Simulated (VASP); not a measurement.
Input of a VASP 6.6.1 run:

INCAR

```
ALGO     = Normal         # electronic algorithm
EDIFF    = 1E-6           # SCF threshold, eV
ENCUT    = 520            # plane-wave cutoff, eV
GGA      = PS             # functional
ISIF     = 2              # what is computed and relaxed
ISMEAR   = -1             # smearing method
LASPH    = True           # aspherical terms in the spheres
LCHARG   = False          # write CHGCAR
LREAL    = False          # projectors in reciprocal space
LWAVE    = False          # write WAVECAR
NBANDS   = 16             # bands
NELM     = 80             # most SCF steps
PREC     = Accurate       # precision mode
SIGMA    = 0.1            # smearing width, eV
```

The input KPOINTS:

```
k-points
0
Gamma
  17 17 17
```

POSCAR

```
TiN
1.0
    0.0000000000      2.0593566416      2.0593566416
    2.0593566416      0.0000000000      2.0593566416
    2.0593566416      2.0593566416      0.0000000000
Ti N
1 1
Direct
    0.0000000000      0.0000000000      0.0000000000
    0.5000000000      0.5000000000      0.5000000000
```

Potentials or basis: VASP PAW PBE potentials, release 64 (Ti_sv, N).

Command:

```console
$ cat potpaw_PBE.64/Ti_sv/POTCAR potpaw_PBE.64/N/POTCAR > POTCAR
$ mpirun -np 1 vasp_std > vasp.out
```

Task: Estimate the pressure.

Result: 21.6 GPa.

Caveat: the PAW data sets were made with another functional, which shifts forces and pressure a little.
